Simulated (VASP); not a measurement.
Runs of VASP 6.6.1 on MgSe5. The structure is that of space group F-43m (No. 216), or close to it. The cells are those of the table. The cell was built from a structure type or drawn by symmetry, and may not be a known phase.

| task | cell | k mesh | cutoff (eV) | gap on the mesh (eV) | pressure (GPa) | relaxed volume (Å³/atom) | largest force (eV/Å) |
| --- | --- | --- | --- | --- | --- | --- | --- |
| single point | a = 5.724 Å, angles 60.0°, 6 atoms | 8 × 8 × 8 | 520 | none | 0.0 | - | 0.01 |
| relaxation of cell and atoms | relaxed from a = 6.078 Å, angles 60.0°, 6 atoms | 4 × 4 × 4 | 600 | none | 0.0 | 22.55 | - |
| relaxation of cell and atoms | relaxed from a = 5.755 Å, angles 60.0°, 6 atoms | 8 × 8 × 8 | 600 | none | 0.0 | (a) | - |
| single point | a = 5.755 Å, angles 60.0°, 6 atoms | 4 × 4 × 4 | 520 | none | 0.2 | - | 0.01 |

Alike in all rows: level PBE; potentials or basis VASP PAW PBE potentials, release 64 (Mg, Se); no spin polarisation; smearing gaussian 0.1 eV.

Fill in the values left out.

(a) 22.10.

A k mesh can miss the band edges, and the runs leave out spin-orbit coupling on Se.

A gap of «none» marks levels without a gap at the run's occupations.
